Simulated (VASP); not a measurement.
Set up this calculation in VASP 6.6.1, as the native input.

| Item | Value |
| --- | --- |
| Task | single point |
| Functional | PBE |
| Potentials or basis | VASP PAW PBE potentials, release 64 (Ta_pv, Bi_d, O) |
| Cutoff | 520 eV |
| k mesh | 4 × 4 × 6 |
| Occupations | gaussian, width 0.1 eV |
| Spin | collinear spin |
| Starting moments | [1.0, 0.0, 0.0] μB |
| Dipole correction | no |
| Further INCAR settings | ALGO = Normal; EDIFF = 1e-06; NBANDS = 27 |

The structure of TaBiO lies in POSCAR:

```
TaBiO
1.0
    3.0703274098      0.0000000000      0.0000000000
    0.0000000000      3.0703274098      0.0000000000
    0.0000000000      0.0000000000      5.7598506016
Ta Bi O
1 1 1
Direct
    0.5000000000      0.5000000000      0.5000000000
    0.0000000000      0.0000000000      0.0000000000
    0.0000000000      0.0000000000      0.5000000000
```

The cell was generated, and may not be a known phase.

One way to write it, as run:

INCAR

```
SYSTEM = TaBiO
PREC = Accurate
ENCUT = 520
EDIFF = 1E-6
ISMEAR = 0
SIGMA = 0.1
LREAL = .False.
LASPH = .True.
NELM = 150
ALGO = Normal
ISIF = 2
LWAVE = .False.
LCHARG = .False.
ISPIN = 2
MAGMOM = 1 0 0
LORBIT = 11
LMAXMIX = 4
GGA = PE
NBANDS = 27
```

KPOINTS

```
Automatic mesh
0
Gamma
  4 4 6
  0 0 0
```

Potentials or basis: VASP PAW PBE potentials, release 64 (Ta_pv, Bi_d, O).

The run is started by

```bash
$ cat potpaw_PBE.64/Ta_pv/POTCAR potpaw_PBE.64/Bi_d/POTCAR potpaw_PBE.64/O/POTCAR > POTCAR
$ mpirun -np 1 vasp_std > vasp.out
```

It gave:

- Pressure: 0.2 GPa
- Band gap on the k mesh: zero (filled and empty bands overlap)
- Net moment: 0.00 μB per cell
- Valence electrons inside the program's atomic spheres: Ta 8.65; Bi 12.82; O 5.03

Caveat: the k points lie up to 0.51 Å⁻¹ apart, too coarse for converged energies and pressures of a metal; spin-orbit coupling is left out, which moves the levels of the heavy elements.

It took 27 s on 1 thread of Intel(R) Xeon(R) 6975P-C (Granite Rapids) (shared host), peak memory 0.22 GiB.
